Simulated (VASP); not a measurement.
Crystal: TiCo.

```
Ti Co
1.0
     3.00049    0.00000    0.00000
     0.00000    3.00049    0.00000
     0.00000    0.00000    3.00049
Ti Co
1 1
Direct
  0.50000 0.50000 0.50000
  0.00000 0.00000 0.00000
```

* Program: VASP 6.6.1
* Task: relaxation of cell and atoms
* Functional: PBEsol
* Potentials or basis: VASP PAW PBE potentials, release 64 (Ti_sv, Co)
* Cutoff: 600 eV
* k mesh: 6 × 6 × 6
* Occupations: gaussian, width 0.1 eV
* Spin: collinear spin, ferromagnetic start
* Starting moments: [0.0, 0.44] μB

At the start: pressure -12.4 GPa; volume 13.51 Å³/atom.

Task: Where does the relaxation end?

Result: Over 3 steps the energy falls by 34.1 meV/atom and the volume is 12.63 Å³/atom (-6.5 %); space group Pm-3m (No. 221, to 0.05 Å); moment 0.00 μB per cell.

The path:
| step | energy change (eV) | largest force (eV/Å) | pressure (GPa) | volume (Å³) |
| --- | --- | --- | --- | --- |
| 1 | 0.0000 | 0.0000 | -12.37 | 27.01 |
| 2 | 0.0520 | 0.0000 | 20.30 | 23.14 |
| 3 | -0.0682 | 0.0000 | -0.25 | 25.26 |

Final structure:
```cif
data_structure
_symmetry_space_group_name_H-M 'P 1'
_symmetry_Int_Tables_number 1
_cell_length_a 2.9343
_cell_length_b 2.9343
_cell_length_c 2.9343
_cell_angle_alpha 90.000
_cell_angle_beta 90.000
_cell_angle_gamma 90.000
_cell_volume 25.26
loop_
_atom_site_label
_atom_site_type_symbol
_atom_site_fract_x
_atom_site_fract_y
_atom_site_fract_z
_atom_site_occupancy
Ti1 Ti 0.50000 0.50000 0.50000 1
Co1 Co 0.00000 0.00000 0.00000 1
```

Caveat: the PAW data sets were made with another functional, which shifts forces and pressure a little.
